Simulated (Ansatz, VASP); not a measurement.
**ZnSe in VASP and in Ansatz**

```
Se Zn
1.0
     0.00000    2.83380    2.83380
     2.83380    0.00000    2.83380
     2.83380    2.83380    0.00000
Se Zn
1 1
Direct
  0.75000 0.75000 0.75000
  0.00000 0.00000 0.00000
```

Alike in both runs: task relaxation of cell and atoms; functional BLYP; dispersion D4; k mesh 8 × 8 × 8; occupations fermi-dirac, width 0.05 eV; no spin polarisation.

```csv
,VASP,Ansatz
version,VASP 6.6.1,Ansatz 0.2.0
potentials or method,"VASP PAW PBE potentials, release 64 (Se, Zn)",Ansatz PAW
plane-wave cutoff (eV),600,420
valence electrons in the cell,18,28
```

|  | VASP | Ansatz | Ansatz less VASP |
| --- | --- | --- | --- |
| relaxed volume (Å³/atom) | 23.10 | 22.99 | -0.108 |
| relaxed length of the cell vector where the two differ most in proportion (Å) | 4.028 | 4.022 | -0.0063 |

VASP's potentials were made for PBE, not for BLYP. VASP's potentials hold 18 valence electrons a cell and Ansatz's 28, so a difference there can come from the potentials and not from the codes.

Noted on Ansatz's run: the plane-wave basis is chosen anew once the cell has moved, so the energies of steps on either side of that aren't comparable.
